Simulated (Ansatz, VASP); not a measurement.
CdInS2 in VASP and in Ansatz

Contents of INCAR:

```
SYSTEM = CdInS2
PREC     = Accurate       ! precision mode
ENCUT    = 520            ! plane-wave cutoff, eV
EDIFF    = 1E-7           ! SCF threshold, eV
ISMEAR   = 0              ! smearing method
SIGMA    = 0.15           ! smearing width, eV
LREAL    = .FALSE.        ! projectors in reciprocal space
LASPH    = .TRUE.         ! aspherical terms in the spheres
NELM     = 100            ! most SCF steps
ALGO     = Normal         ! electronic algorithm
ISIF     = 2              ! what is computed and relaxed
LWAVE    = .FALSE.        ! write WAVECAR
LCHARG   = .FALSE.        ! write CHGCAR
GGA      = PE             ! functional
NBANDS   = 26             ! bands
```

Contents of KPOINTS:

```
regular mesh
0
G
  12 12 6
  0 0 0
```

POSCAR

```
CdInS2
1.0
    4.1697266610      0.0000000000      0.0000000000
   -2.0848633305      3.6110892153      0.0000000000
    0.0000000000      0.0000000000      5.8697242207
Cd In S
1 1 2
Direct
    0.0000000000      0.0000000000      0.0000000000
    0.0000000000      0.0000000000      0.5000000000
    0.6666666667      0.3333333333      0.7211797945
    0.3333333333      0.6666666667      0.2788202055
```

Input for Ansatz:

```yaml
crystal:
  lattice:
    - [4.169726661, 0.0, 0.0]
    - [-2.0848633305, 3.6110892153, 0.0]
    - [0.0, 0.0, 5.8697242207]
  atoms:
    - { symbol: Cd, position: [0.0, 0.0, 0.0] }
    - { symbol: In, position: [0.0, 0.0, 0.5] }
    - { symbol: S, position: [0.6666666667, 0.3333333333, 0.7211797945] }
    - { symbol: S, position: [0.3333333333, 0.6666666667, 0.2788202055] }
basis:
  ecutwfc: 420
kpoints:
  mp_grid: { grid: [12, 12, 6] }
hamiltonian:
  xc: pbe
scf:
  occupations: { method: gaussian, width: 0.15 }
output:
  forces: true
  stress: true
  eigenvalues: true
```

Alike in both runs: task single point; functional PBE; k mesh 12 × 12 × 6; occupations gaussian, width 0.15 eV; no spin polarisation.

```csv
,VASP,Ansatz
version,VASP 6.6.1,Ansatz 0.2.0
potentials or method,"VASP PAW PBE potentials, release 64 (Cd, In_d, S), cutoff 520 eV","scalar-relativistic, plane waves, PAW"
valence electrons in the cell,37,45
```

```csv
,VASP,Ansatz,Ansatz less VASP
gap on the k mesh at the Fermi level (eV),none,none,-
pressure (GPa),3.5,3.4,-0.11
"traceless stress, the component that is largest in VASP (GPa)",7.91,7.87,-0.042
rms of the force components (eV/Å),0.338,0.346,+0.0084
```

Atom by atom the forces differ by 0.008 eV/Å (rms over components). A gap of «none» marks a metal or a gap that the smearing closes. VASP's potentials hold 37 valence electrons a cell and Ansatz's 45, so a difference there can come from the potentials and not from the codes.
